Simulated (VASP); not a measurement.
A run of VASP 6.6.1:

INCAR

```
  ALGO = Normal
  EDIFF = 1E-6
  ENCUT = 520
  GGA = PS
  ISIF = 2
  ISMEAR = 0
  ISPIN = 2
  LASPH = T
  LCHARG = F
  LMAXMIX = 4
  LORBIT = 11
  LREAL = F
  LWAVE = F
  MAGMOM = 4 0
  NBANDS = 24
  NELM = 150
  PREC = Accurate
  SIGMA = 0.1
```

File KPOINTS:

```
k-points
0
Gamma
  12 12 12
```

POSCAR

```
MnHg
1.0
    3.2241319589      0.0000000000      0.0000000000
    0.0000000000      3.2241319589      0.0000000000
    0.0000000000      0.0000000000      3.2241319589
Mn Hg
1 1
Direct
    0.5000000000      0.5000000000      0.5000000000
    0.0000000000      0.0000000000      0.0000000000
```

Potentials or basis: VASP PAW PBE potentials, release 64 (Mn_pv, Hg).

The run is started by

```console
$ cat potpaw_PBE.64/Mn_pv/POTCAR potpaw_PBE.64/Hg/POTCAR > POTCAR
$ mpirun -np 1 vasp_std > vasp.out
```

Hardware: 1 thread of Intel Xeon 8259CL, with other jobs on the host.

Q: How long does it take, and how much memory?

A: Wall time 120 s on 1 thread of Intel Xeon 8259CL, with other jobs on the host, peak memory 0.23 GiB. Counts: scf iterations 14, k points 84.
